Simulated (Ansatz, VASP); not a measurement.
**Cs3I2 in VASP and in Ansatz**

```
CELL_PARAMETERS angstrom
4.68519 2.70500 4.76801
-4.68519 2.70500 4.76801
0.00000 -5.40999 4.76801
ATOMIC_POSITIONS crystal
Cs 0.00000 0.50000 0.00000
Cs 0.50000 0.00000 0.00000
Cs 0.00000 0.00000 0.50000
I 0.65245 0.65245 0.65245
I 0.34755 0.34755 0.34755
```

Change from the starting cell: ordered vacancies on the cation sites of cuprite (R-3m, No. 166).

Alike in both runs: functional PBE; k mesh 2 × 2 × 2; occupations gaussian, width 0.1 eV; no spin polarisation.

Ansatz relaxed the structure, and its values are those at the end. VASP's run is a single point on that final structure, the one shown.

|  | VASP | Ansatz |
| --- | --- | --- |
| version | VASP 6.6.1 | Ansatz 0.2.0 |
| potentials or method | VASP PAW PBE potentials, release 64 (Cs_sv, I), cutoff 520 eV | scalar-relativistic, plane waves, PAW |
| valence electrons in the cell | 41 | 61 |

|  | VASP | Ansatz | Ansatz less VASP |
| --- | --- | --- | --- |
| gap on the k mesh at the Fermi level (eV) | none | none | - |
| pressure (GPa) | 0.0 | 0.0 | -0.01 |
| rms of the force components (eV/Å) | 0.007 | 0.003 | -0.0039 |

A gap of «none» marks a metal or a gap that the smearing closes. VASP's potentials hold 41 valence electrons a cell and Ansatz's 61, so a difference there can come from the potentials and not from the codes.

The k mesh is coarse, so the values compare programs but aren't converged. Neither program's run includes spin-orbit coupling.
